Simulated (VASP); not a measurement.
A run of VASP 6.6.1 is set up as follows.

File INCAR:

```
  PREC = Accurate
  ENCUT = 520
  EDIFF = 1E-7
  ISMEAR = 0
  SIGMA = 0.1
  LREAL = False
  LASPH = True
  NELM = 60
  ALGO = Normal
  ISIF = 2
  LWAVE = False
  LCHARG = False
  GGA = PS
  NBANDS = 40
```

The input KPOINTS:

```
regular mesh
0
Gamma
  6 6 6
```

File POSCAR:

```
ZnInGaO4
1.0
    1.6803268679      0.9701371695      8.7134054620
   -1.6803268679      0.9701371695      8.7134054620
    0.0000000000     -1.9402743390      8.7134054620
Zn In Ga O
1 1 1 4
Direct
    0.2183820000      0.2183820000      0.2183820000
    0.0027680000      0.0027680000      0.0027680000
    0.7870340000      0.7870340000      0.7870340000
    0.2951430000      0.2951430000      0.2951430000
    0.7113580000      0.7113580000      0.7113580000
    0.1217170000      0.1217170000      0.1217170000
    0.8635990000      0.8635990000      0.8635990000
```

Potentials or basis: VASP PAW PBE potentials, release 64 (Zn, In_d, Ga_d, O).

Run with:

```bash
$ cat potpaw_PBE.64/Zn/POTCAR potpaw_PBE.64/In_d/POTCAR potpaw_PBE.64/Ga_d/POTCAR potpaw_PBE.64/O/POTCAR > POTCAR
$ mpirun -np 1 vasp_std > vasp.out
```

Problem. Estimate the band gap on the k mesh.

Solution. 0.96 eV, direct.

Problem. Estimate the largest force.

Solution. 0.062 eV/Å.

Problem. Estimate the pressure.

Solution. -6.1 GPa.

Forces in eV/Å, atoms in the order of the input:
```
Zn   0.000  0.000  0.014
In   0.000  0.000  0.056
Ga   0.000  0.000  0.032
O    0.000  0.000  0.062
O    0.000  0.000 -0.058
O    0.000  0.000 -0.047
O    0.000  0.000 -0.059
```

Caveat: the PAW data sets were made with another functional, which shifts forces and pressure a little; spin-orbit coupling is left out, which moves the levels of the heavy elements. A k mesh can miss the band edges.
